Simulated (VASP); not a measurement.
BIr, 2 atoms in the cell. It takes space group P-6m2 (No. 187, hexagonal). Conventional cell: a = 3.041 Å, b = 3.041 Å, c = 2.704 Å, α = 90.00°, β = 90.00°, γ = 120.00°. B (site symmetry -6m2) has 6 Ir at 2.22 Å and 2 B at 2.70 Å within 2.9 Å. Within 2.9 Å of Ir (site symmetry -6m2) lie 6 B at 2.22 Å and 2 Ir at 2.70 Å. 

* Program: VASP 6.6.1
* Task: single point
* Functional: PBEsol
* Potentials or basis: VASP PAW PBE potentials, release 64 (B, Ir_sv_GW)
* Cutoff: 560 eV
* k mesh: 14 × 14 × 13
* Occupations: fermi-dirac, width 0.05 eV
* Spin: no spin polarisation
* Dipole correction: no
* Further INCAR settings: ALGO = Normal; EDIFF = 1e-06; NBANDS = 17

Potentials or basis: VASP PAW PBE potentials, release 64 (B, Ir_sv_GW).

Run with:

```bash
$ cat potpaw_PBE.64/B/POTCAR potpaw_PBE.64/Ir_sv_GW/POTCAR > POTCAR
$ mpirun -np 1 vasp_std > vasp.out
```

Hardware: 1 thread of AMD EPYC 9R45 96-Core Processor (Zen 5) (shared host).

Q: How long does it take, and how much memory?

A: It took 31 s on 1 thread of AMD EPYC 9R45 96-Core Processor (Zen 5) (shared host), peak memory 0.17 GiB. Counts: scf iterations 12, k points 168.
